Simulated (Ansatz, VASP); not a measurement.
**C: VASP beside Ansatz**

Contents of INCAR:

```
SYSTEM = C
  ALGO = Normal
  EDIFF = 1E-6
  ENCUT = 600
  GGA = PS
  GGA_COMPAT = .False.
  ISIF = 2
  ISMEAR = 0
  LASPH = .True.
  LCHARG = .False.
  LREAL = .False.
  LWAVE = .False.
  NBANDS = 16
  NELM = 120
  PREC = Accurate
  SIGMA = 0.15
```

File KPOINTS:

```
k-points
0
Gamma
  18 18 6
  0 0 0
```

Contents of POSCAR:

```
C
1.0
    1.2294745828     -2.1290849001      0.0000000000
    1.2294745828      2.1290849001      0.0000000000
    0.0000000000      0.0000000000      7.3778161753
C
4
Direct
   -0.0298972949      0.6834078221      0.7498448451
    0.6965406009      0.6499488719      0.2501554025
    1.0298972949      0.3165921779      0.2501551549
    0.3034593991      0.3500511281      0.7498445975
```

Input for Ansatz:

```yaml
crystal:
  lattice:
    - [1.2294745828, -2.1290849001, 0.0]
    - [1.2294745828, 2.1290849001, 0.0]
    - [0.0, 0.0, 7.3778161753]
  atoms:
    - { symbol: C, position: [-0.0298972949, 0.6834078221, 0.7498448451] }
    - { symbol: C, position: [0.6965406009, 0.6499488719, 0.2501554025] }
    - { symbol: C, position: [1.0298972949, 0.3165921779, 0.2501551549] }
    - { symbol: C, position: [0.3034593991, 0.3500511281, 0.7498445975] }
basis:
  ecutwfc: 520.0
kpoints:
  mp_grid: { grid: [18, 18, 6] }
hamiltonian:
  xc: pbesol
  pseudopotentials: { kind: paw, azcp: { folder: soft_1 } }
scf:
  occupations: { method: gaussian, width: 0.15 }
output:
  forces: true
  stress: true
  eigenvalues: true
```

Change from the starting cell: mode 1 frozen in at -0.256 Å and mode 5 at -0.426 Å (largest displacements).

Alike in both runs: task single point; functional PBEsol; k mesh 18 × 18 × 6; occupations gaussian, width 0.15 eV; no spin polarisation.

|  | VASP | Ansatz |
| --- | --- | --- |
| version | VASP 6.6.1 | Ansatz 0.2.0 |
| potentials or method | VASP PAW PBE potentials, release 64 (C), cutoff 600 eV | scalar-relativistic, plane waves, PAW |
| valence electrons in the cell | 16 | 16 |

VASP gave:

| Quantity | Value |
| --- | --- |
| gap on the k mesh at the Fermi level (eV) | none |
| pressure (GPa) | 0.4 |
| traceless stress, the component that is largest in VASP (GPa) | -0.30 |
| rms of the force components (eV/Å) | 0.006 |

Task: Estimate Ansatz's values.

Result: gap on the k mesh at the Fermi level (eV): none; pressure (GPa): 0.1; traceless stress, the component that is largest in VASP (GPa): 0.27; rms of the force components (eV/Å): 0.006.

VASP's potentials were made for PBE, not for PBEsol, and Ansatz warns of the same on its side. Atom by atom the forces differ by 0.000 eV/Å (rms over components). A gap of «none» marks a metal or a gap that the smearing closes.
